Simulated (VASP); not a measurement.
# Sr3Zn2H (P4/mmm) in VASP: further runs

The runs below take Sr3Zn2H through relaxation of cell and atoms, single point, with PBE.

Everything below comes from runs of VASP 6.6.1. Logs are shortened: lines on timing, memory, paths and dates and some standing lists are left out, and cuts for length are marked.

### Step 1. The cell of the first run

The structure is tetragonal, space group P4/mmm (No. 123). The conventional cell has a = 6.182 Å, b = 6.182 Å, c = 3.864 Å, α = 90.00°, β = 90.00°, γ = 90.00°. Sr (site symmetry mmm) has 4 Sr at 3.09 to 3.86 Å and 6 Zn at 3.09 to 3.65 Å and 4 H at 3.65 Å within 4.1 Å. Sr (site symmetry 4/mmm) has 2 H at 1.93 Å within 2.6 Å. Zn (site symmetry 4/mmm) has 2 Zn at 1.93 Å within 2.6 Å. Zn (site symmetry 4/mmm) has 2 Zn at 1.93 Å within 2.6 Å. H (site symmetry 4/mmm) has 2 Sr at 1.93 Å within 2.6 Å.

The cell was built from a structure type or drawn by symmetry, and may not be a known phase.

### Step 2. Relaxation of cell and atoms, PBE

Contents of INCAR:

```
SYSTEM = Sr3Zn2H
  ALGO = Normal
  EDIFF = 1E-6
  EDIFFG = -0.04
  ENCUT = 600
  GGA = PE
  IBRION = 2
  ISIF = 3
  ISMEAR = 0
  LASPH = .TRUE.
  LCHARG = .FALSE.
  LREAL = .FALSE.
  LWAVE = .FALSE.
  NELM = 60
  NSW = 90
  PREC = Accurate
  SIGMA = 0.1
```

Contents of KPOINTS:

```
k-points
0
G
  4 4 4
  0 0 0
```

Contents of POSCAR:

```
Sr3Zn2H
1.0
    6.1822698300      0.0000000000      0.0000000000
    0.0000000000      6.1822698300      0.0000000000
    0.0000000000      0.0000000000      3.8640026400
Sr Zn H
3 2 1
Direct
    0.0000000000      0.5000000000      0.0000000000
    0.5000000000      0.0000000000      0.0000000000
    0.0000000000      0.0000000000      0.0000000000
    0.5000000000      0.5000000000      0.5000000000
    0.5000000000      0.5000000000      0.0000000000
    0.0000000000      0.0000000000      0.5000000000
```

Potentials or basis: VASP PAW PBE potentials, release 64 (Sr_sv, Zn, H).

Started as:

```console
> cat potpaw_PBE.64/Sr_sv/POTCAR potpaw_PBE.64/Zn/POTCAR potpaw_PBE.64/H/POTCAR > POTCAR
> mpirun -np 1 vasp_std > vasp.out
```

OUTCAR:

```text
SYSTEM = Sr3Zn2H
   EDIFF = 1E-6
   EDIFFG = -0.04
   ENCUT = 600
   GGA = PE
   IBRION = 2
   ISIF = 3
   ISMEAR = 0
   LASPH = .TRUE.
   LREAL = .FALSE.
   NELM = 60
   NSW = 90
   PREC = Accurate

 ion  position               nearest neighbor table
   1  0.000  0.500  0.000-   3 3.09   5 3.09   3 3.09   5 3.09   4 3.65   4 3.65   4 3.65   4 3.65
                             2 4.37   2 4.37   2 4.37   2 4.37   3 4.95   3 4.95   3 4.95   3 4.95
   2  0.500  0.000  0.000-   3 3.09   5 3.09   5 3.09   3 3.09   4 3.65   4 3.65   4 3.65   4 3.65
                             1 4.37   1 4.37   1 4.37   1 4.37   3 4.95   3 4.95   3 4.95   3 4.95
   3  0.000  0.000  0.000-   6 1.93   6 1.93   1 3.09   2 3.09   1 3.09   2 3.09   2 4.95   2 4.95
                             1 4.95   1 4.95   1 4.95   2 4.95   1 4.95   2 4.95
   4  0.500  0.500  0.500-   5 1.93   5 1.93   1 3.65   1 3.65   2 3.65   2 3.65   2 3.65   2 3.65
                             1 3.65   1 3.65
   5  0.500  0.500  0.000-   4 1.93   4 1.93   1 3.09   2 3.09   2 3.09   1 3.09
   6  0.000  0.000  0.500-   3 1.93   3 1.93

  LATTYP: Found a simple tetragonal cell.
 ALAT       =     6.1822698300
 C/A-ratio  =     0.6250135866

  Lattice vectors:

 A1 = (   6.1822698300,   0.0000000000,   0.0000000000)
 A2 = (   0.0000000000,   6.1822698300,   0.0000000000)
 A3 = (   0.0000000000,   0.0000000000,   3.8640026400)

Analysis of symmetry for initial positions (statically):
=====================================================================
 Subroutine PRICEL returns:
 Original cell was already a primitive cell.

 Routine SETGRP: Setting up the symmetry group for a
 simple tetragonal supercell.

 Subroutine GETGRP returns: Found 16 space group operations
 (whereof 16 operations were pure point group operations)
 out of a pool of 16 trial point group operations.

The static configuration has the point symmetry D_4h.

Analysis of symmetry for dynamics (positions and initial velocities):
=====================================================================
 Subroutine PRICEL returns:
 Original cell was already a primitive cell.

 Routine SETGRP: Setting up the symmetry group for a
 simple tetragonal supercell.

 Subroutine GETGRP returns: Found 16 space group operations
 (whereof 16 operations were pure point group operations)
 out of a pool of 16 trial point group operations.

The dynamic configuration has the point symmetry D_4h.

 Subroutine INISYM returns: Found 16 space group operations
 (whereof 16 operations are pure point group operations),
 and found     1 'primitive' translations

----------------------------------------------------------------------------------------

                                     Primitive cell

  volume of cell :     147.6840

  direct lattice vectors                    reciprocal lattice vectors
     6.182269830  0.000000000  0.000000000     0.161752888  0.000000000  0.000000000
     0.000000000  6.182269830  0.000000000     0.000000000  0.161752888  0.000000000
     0.000000000  0.000000000  3.864002640     0.000000000  0.000000000  0.258798995

  length of vectors
     6.182269830  6.182269830  3.864002640     0.161752888  0.161752888  0.258798995

  position of ions in fractional coordinates (direct lattice)
     0.000000000  0.500000000  0.000000000
     0.500000000  0.000000000  0.000000000
     0.000000000  0.000000000  0.000000000
     0.500000000  0.500000000  0.500000000
     0.500000000  0.500000000  0.000000000
     0.000000000  0.000000000  0.500000000

  ion indices of the primitive-cell ions
   primitive index   ion index
                 1           1
                 2           2
                 3           3
                 4           4
                 5           5
                 6           6

----------------------------------------------------------------------------------------

 KPOINTS: k-points

Automatic generation of k-mesh.
 Grid dimensions read from file:
 generate k-points for:    4    4    4

 Generating k-lattice:

  Cartesian coordinates                     Fractional coordinates (reciprocal lattice)
     0.040438222  0.000000000  0.000000000     0.250000000  0.000000000  0.000000000
     0.000000000  0.040438222  0.000000000     0.000000000  0.250000000  0.000000000
     0.000000000  0.000000000  0.064699749     0.000000000  0.000000000  0.250000000

  Length of vectors
     0.040438222  0.040438222  0.064699749

  Shift w.r.t. Gamma in fractional coordinates (k-lattice)
     0.000000000  0.000000000  0.000000000

 Subroutine IBZKPT returns following result:
 ===========================================

 Found     18 irreducible k-points:

 Following reciprocal coordinates:
            Coordinates               Weight
  0.000000  0.000000  0.000000      1.000000
  0.250000  0.000000  0.000000      4.000000
  0.500000  0.000000  0.000000      2.000000
  0.250000  0.250000  0.000000      4.000000
  0.500000  0.250000  0.000000      4.000000
  0.500000  0.500000  0.000000      1.000000
[... 10 lines left out ...]
  0.500000  0.250000  0.500000      4.000000
  0.500000  0.500000  0.500000      1.000000
   k-points           NKPTS =     18   k-points in BZ     NKDIM =     18   number of bands    NBANDS=     33
   number of dos      NEDOS =    301   number of ions     NIONS =      6
   total plane-waves  NPLWV =  80000
   dimension x,y,z NGX =    50 NGY =   50 NGZ =   32
   dimension x,y,z NGXF=   100 NGYF=  100 NGZF=   64
   ions per type =               3   2   1
   NGX,Y,Z   is equivalent  to a cutoff of  13.45, 13.45, 13.77 a.u.
   NGXF,Y,Z  is equivalent  to a cutoff of  26.89, 26.89, 27.54 a.u.
 SYSTEM =  Sr3Zn2H
   PREC   = accura    normal or accurate (medium, high low for compatibility)
   ISTART =      0    job   : 0-new  1-cont  2-samecut
   ICHARG =      2    charge: 1-file 2-atom 10-const
   ISPIN  =      1    spin polarized calculation?
   LNONCOLLINEAR =      F non collinear calculations
   LSORBIT =      F    spin-orbit coupling
   LASPH  =      T    aspherical Exc in radial PAW
   ENCUT  =  600.0 eV  44.10 Ry    6.64 a.u.  12.35 12.35  7.72*2*pi/ulx,y,z
   NELM   =     60;   NELMIN=  2; NELMDL= -5     # of ELM steps
   EDIFF  = 0.1E-05   stopping-criterion for ELM
   LREAL  =      F    real-space projection
   EDIFFG = -.4E-01   stopping-criterion for IOM
   NSW    =     90    number of steps for IOM
   IBRION =      2    ionic relax: 0-MD 1-quasi-New 2-CG
   NFREE  =      1    steps in history (QN), initial steepest desc. (CG)
   ISIF   =      3    stress and relaxation
   ISYM   =      2    0-nonsym 1-usesym 2-fastsym
   POTIM  = 0.5000    time-step for ionic-motion
   TEBEG  =    0.0;   TEEND  =   0.0 temperature during run
   PSTRESS=    0.0 pullay stress
   NELECT =      55.0000    total number of electrons
   NUPDOWN=      -1.0000    fix difference up-down
   EMIN   =  10.00;   EMAX   =-10.00  energy-range for DOS
   EFERMI =   0.00;   METHOD = LEGACY
   ISMEAR =     0;   SIGMA  =   0.10  broadening in eV -4-tet -1-fermi 0-gaus
   EFERMI_NEDOS =   21; number of points for ismear=-14 and -15
   IALGO  =     38    algorithm
   IMIX   =      4    mixing-type and parameters
     AMIX     =   0.40;   BMIX     =  1.00
     AMIX_MAG =   1.60;   BMIX_MAG =  1.00
  volume/ion in A,a.u.               =      24.61       166.10
  Fermi-wavevector in a.u.,A,eV,Ry     =   1.177835  2.225786 18.875312  1.387296
  Thomas-Fermi vector in A             =   2.314175
   LORBIT       =      0    0 simple, 1 ext, 2 COOP (PROOUT), +10 PAW based schemes
   GGA     = PE    functional components
   LHFCALC =     F    Hartree Fock is set to
   AEXX    =    0.0000 exact exchange contribution
   IVDW    =     0    specifies the selected vdW correction
   LEPSILON=     F    determine dielectric tensor
   LRPA    =     F    only Hartree local field effects (RPA)
 conjugate gradient relaxation of ions
 non-spin polarized calculation
 Gauss-broadening in eV      SIGMA  =   0.10
  energy-cutoff  :      600.00
  volume of cell :      147.68
 maximum number of plane-waves:      4944
 NGX is ok and might be reduce to    50
   NGX = 25   NGY = 25   NGZ = 15

--------------------------------------- Ionic step        1  -------------------------------------------

 number of electron      55.0000000 magnetization

 Free energy of the ion-electron system (eV)
  ---------------------------------------------------
  ext. energy  EPLUGINS =         0.00000000
  ---------------------------------------------------
  free energy    TOTEN  =        -4.77880390 eV

  energy without entropy =       -4.75502586  energy(sigma->0) =       -4.76691488

------------------------ aborting loop because EDIFF is reached ----------------------------------------

  FORCE on cell =-STRESS in cart. coord.  units (eV):
  Direction    XX          YY          ZZ          XY          YZ          ZX
  --------------------------------------------------------------------------------------
  -------------------------------------------------------------------------------------
  Total        5.8619863      5.8619863     37.9480589      0.0000000      0.0000000      0.0000000
  in kB       63.5948654     63.5948654    411.6866853      0.0000000      0.0000000      0.0000000
  external PRESSURE =     179.6254720 kB  Pullay stress =       0.0000000 kB
[... 101 lines left out ...]
  FREE ENERGIE OF THE ION-ELECTRON SYSTEM (eV)
  ---------------------------------------------------
  free  energy   TOTEN  =        -7.9099398716 eV

  energy  without entropy=       -7.8755155316  energy(sigma->0) =       -7.89272770

[... ionic steps 4 to 8 ...]

--------------------------------------- Ionic step        9  -------------------------------------------

 number of electron      55.0000034 magnetization

------------------------ aborting loop because EDIFF is reached ----------------------------------------

  FORCE on cell =-STRESS in cart. coord.  units (eV):
  Direction    XX          YY          ZZ          XY          YZ          ZX
  --------------------------------------------------------------------------------------
  -------------------------------------------------------------------------------------
  Total       -0.0334837     -0.0334837     -0.6016244      0.0000000     -0.0000000     -0.0000000
  in kB       -0.2270284     -0.2270284     -4.0791718      0.0000000     -0.0000000     -0.0000000
  external PRESSURE =      -1.5110762 kB  Pullay stress =       0.0000000 kB
[... 65 lines left out ...]
  energy  without entropy=       -8.3205186549  energy(sigma->0) =       -8.33496203

--------------------------------------- Ionic step       11  -------------------------------------------

 number of electron      55.0000038 magnetization

 Free energy of the ion-electron system (eV)
  ---------------------------------------------------
  ext. energy  EPLUGINS =         0.00000000
  ---------------------------------------------------
  free energy    TOTEN  =        -8.35085094 eV

  energy without entropy =       -8.32237096  energy(sigma->0) =       -8.33661095

 E-fermi :   1.0680     XC(G=0):  -7.4162

 val. band max:        0.9850993212   @ k =   0.0000   0.0000   0.2500
 cond. band min:       1.0716755160   @ k =   0.5000   0.2500   0.5000
 fundamental gap:      0.0865761948
 Fermi energy:         1.0680472429

 k-point     1 :       0.0000    0.0000    0.0000
  band No.  band energies     occupation
      1     -36.1102      2.00000
      2     -36.1081      2.00000
      3     -35.2362      2.00000
      4     -18.2517      2.00000
      5     -18.2517      2.00000
      6     -18.0905      2.00000
[... 670 lines left out ...]
  FREE ENERGIE OF THE ION-ELECTRON SYSTEM (eV)
  ---------------------------------------------------
  free  energy   TOTEN  =        -8.3508509351 eV

  energy  without entropy=       -8.3223709637  energy(sigma->0) =       -8.33661095

 reached required accuracy - stopping structural energy minimisation
```

It took 23 min on 1 thread of Oxide Virtual Turin-like, shared host; peak memory 0.31 GiB.

Results:

```yaml
Free_energy: -8.3509 eV
Relaxed_volume: 38.91 Å³/atom
Relaxed_cell: a = 7.106 Å, b = 7.106 Å, c = 4.624 Å, α = 90.00°, β = 90.00°, γ = 90.00°
Space_group_after_relaxing_to_0.1_Å: P4/mmm (No. 123)
Energy_gained_by_relaxing: 595.3 meV/atom
Ionic_steps: 11
Pressure_after_relaxing: 0.1 GPa
Band_gap_on_the_k_mesh: zero (an odd number of electrons rules out a gap without spin polarisation)
```

Stress tensor (GPa, compression positive):
```
0.03 0.00 0.00
0.00 0.03 0.00
0.00 0.00 0.15
```

The path:
```tsv
step	energy change (eV)	largest force (eV/Å)	pressure (GPa)	volume (Å³)
1	0.0000	0.0000	17.96	147.68
2	-2.9323	0.0000	0.09	211.34
3	-3.1311	0.0000	2.59	188.16
4	-3.1427	0.0000	1.95	192.48
5	-3.1426	0.0000	2.07	191.53
6	-3.3882	0.0000	1.08	204.53
7	-3.5503	0.0000	0.16	225.08
8	-3.5701	0.0000	-0.09	234.21
9	-3.5707	0.0000	-0.15	236.30
10	-3.5706	0.0000	-0.13	235.36
11	-3.5720	0.0000	0.07	233.47
```

Final structure:
```
Sr Zn H
1.0
     7.10603    0.00000    0.00000
     0.00000    7.10603    0.00000
     0.00000    0.00000    4.62358
Sr Zn H
3 2 1
Direct
  0.00000 0.50000 0.00000
  0.50000 0.00000 0.00000
  0.00000 0.00000 0.00000
  0.50000 0.50000 0.50000
  0.50000 0.50000 0.00000
  0.00000 0.00000 0.50000
```

Caveat: the k points lie up to 0.34 Å⁻¹ apart in the final cell, too coarse for converged energies and pressures of a metal; the volume moved by over 15 % at a fixed basis, so the end points are rough.

### Step 3. Single point, PBE

This run uses another cell than the first one, of 38.64 Å³/atom.

Contents of INCAR:

```
PREC = Accurate
ENCUT = 520
EDIFF = 1E-6
ISMEAR = 0
SIGMA = 0.1
LREAL = False
LASPH = True
NELM = 100
ALGO = Normal
ISIF = 2
LWAVE = False
LCHARG = True
GGA = PE
LELF = True
LVHAR = True
NBANDS = 36
```

Contents of KPOINTS:

```
Automatic mesh
0
Gamma
  6 6 8
```

POSCAR: that of step 2 with these lines changed.

```diff
@@ -2,5 +2,5 @@
 1.0
-    6.1822698300      0.0000000000      0.0000000000
-    0.0000000000      6.1822698300      0.0000000000
-    0.0000000000      0.0000000000      3.8640026400
+    7.0402382216      0.0000000000      0.0000000000
+    0.0000000000      7.0402382216      0.0000000000
+    0.0000000000      0.0000000000      4.6772106672
 Sr Zn H
```

Potentials or basis: VASP PAW PBE potentials, release 64 (Sr_sv, Zn, H).

Started as:

```console
> cat potpaw_PBE.64/Sr_sv/POTCAR potpaw_PBE.64/Zn/POTCAR potpaw_PBE.64/H/POTCAR > POTCAR
> mpirun -np 1 vasp_std > vasp.out
```

It took 12 min on 1 thread of Oxide Virtual Turin-like, shared host; peak memory 0.53 GiB.

It converged, with:

| Property | Result |
| --- | --- |
| Free energy | -8.3671 eV |
| Pressure | 0.0 GPa |
| Band gap on the k mesh | zero (an odd number of electrons rules out a gap without spin polarisation) |

Stress tensor (GPa, compression positive):
```
-0.01  0.00  0.00
 0.00 -0.01  0.00
 0.00  0.00  0.15
```

Levels at points of the mesh, in eV from the Fermi level:
| k point | band 23 | band 24 | band 25 | band 26 | band 27 | band 28 | band 29 | band 30 | band 31 | band 32 |
| --- | --- | --- | --- | --- | --- | --- | --- | --- | --- | --- |
| (0.00, 0.00, 0.00) | -5.57 | -3.74 | -1.12 | -0.69 | -0.69 | -0.47 | -0.15 | 0.55 | 0.65 | 0.94 |
| (0.50, 0.00, 0.00) | -5.38 | -3.84 | -1.87 | -0.95 | -0.59 | 0.19 | 0.46 | 0.54 | 0.85 | 1.26 |
| (0.50, 0.50, 0.00) | -5.23 | -3.67 | -2.08 | -2.08 | 0.09 | 0.33 | 0.83 | 0.83 | 1.30 | 1.30 |
| (0.00, 0.00, 0.50) | -4.36 | -3.80 | -2.26 | -1.12 | -0.19 | -0.19 | 0.17 | 0.30 | 0.94 | 0.94 |
| (0.50, 0.00, 0.50) | -4.14 | -3.79 | -2.41 | -1.31 | 0.07 | 0.23 | 0.58 | 0.65 | 0.77 | 0.77 |
| (0.50, 0.50, 0.50) | -3.95 | -3.80 | -2.40 | -0.64 | -0.64 | -0.06 | -0.06 | 0.18 | 1.48 | 1.69 |
